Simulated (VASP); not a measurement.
Wanted: the native input for a VASP 6.6.1 run.

```yaml
Task: single point
Functional: PBE
Potentials_or_basis: VASP PAW PBE potentials, release 64 (Hg, Te)
Cutoff: 500 eV
k_mesh: 11 × 11 × 11
Occupations: fermi-dirac, width 0.03 eV
Spin: no spin polarisation
Dipole_correction: no
Further_INCAR_settings: ALGO = Normal; EDIFF = 1e-06; NBANDS = 16
```

The structure of HgTe lies in POSCAR:

```
HgTe
1.0
    0.0000000000      3.2235000000      3.3202050000
    3.2235000000      0.0000000000      3.3202050000
    3.2235000000      3.2235000000      0.0000000000
Hg Te
1 1
Direct
    0.0000000000      0.0000000000      0.0000000000
    0.7500000000      0.7500000000      0.7500000000
```

This cell differs from its parent crystal: zz strain of +3 %.

These files were run (other wordings do the same):

INCAR

```
ALGO = Normal ; EDIFF = 1E-6
ENCUT = 500 ; GGA = PE
GGA_COMPAT = False ; ISIF = 2
ISMEAR = -1 ; LASPH = True
LCHARG = True ; LELF = True
LREAL = False ; LVHAR = True
LWAVE = False ; NBANDS = 16
NELM = 120 ; PREC = Accurate
SIGMA = 0.03
```

KPOINTS

```
k-points
0
Gamma
  11 11 11
```

Potentials or basis: VASP PAW PBE potentials, release 64 (Hg, Te).

Command:

```console
$ cat potpaw_PBE.64/Hg/POTCAR potpaw_PBE.64/Te/POTCAR > POTCAR
$ mpirun -np 1 vasp_std > vasp.out
```

Results of the run:

- Pressure: 2.6 GPa
- Band gap on the k mesh: zero (filled and empty bands touch)

Caveat: the cell differs from its parent crystal (zz strain of +3 %); semilocal functionals underestimate gaps, so a narrow gap can read as zero; spin-orbit coupling is left out, which moves the levels of the heavy elements.

Run time: 63 s on 1 thread of Intel(R) Xeon(R) 6975P-C (Granite Rapids), on a shared host, peak memory 0.3 GiB.
